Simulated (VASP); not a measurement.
Here is a VASP 6.6.1 calculation.

INCAR

```
PREC = Accurate
ENCUT = 520
EDIFF = 1E-7
ISMEAR = 0
SIGMA = 0.01
LREAL = F
LASPH = T
NELM = 60
ALGO = Normal
ISIF = 2
LWAVE = F
LCHARG = F
NBANDS = 31
```

The input KPOINTS:

```
Automatic mesh
0
Gamma
  6 6 4
```

POSCAR

```
HfO2
1.0
    3.5369901696      0.0000000000      0.0000000000
    0.0000000000      3.5369901696      0.0000000000
    0.0000000000      0.0000000000      5.1015611988
Hf O
2 4
Direct
    0.0000000000      0.0000000000      0.0000000000
    0.5000000000      0.5000000000      0.5000000000
    0.0000000000      0.5000000000      0.2038253957
    0.0000000000      0.5000000000      0.7038253957
    0.5000000000      0.0000000000      0.2961746043
    0.5000000000      0.0000000000      0.7961746043
```

Potentials or basis: VASP PAW LDA potentials, release 64 (Hf_pv, O).

Run with:

```sh
$ cat potpaw_LDA.64/Hf_pv/POTCAR potpaw_LDA.64/O/POTCAR > POTCAR
$ mpirun -np 1 vasp_std > vasp.out
```

Q: What does it give for the pressure?

A: -2.8 GPa.

Q: What does it give for the largest force?

A: 0.016 eV/Å.

Q: What does it give for the band gap on the k mesh?

A: 4.52 eV, indirect (least direct gap 4.63 eV).

Forces in eV/Å, atoms in the order of the input:
```
Hf   0.000  0.000  0.000
Hf   0.000  0.000  0.000
O    0.000  0.000 -0.016
O    0.000  0.000 -0.016
O    0.000  0.000  0.016
O    0.000  0.000  0.016
```

Caveat: spin-orbit coupling is left out, which moves the levels of the heavy elements. A k mesh can miss the band edges.
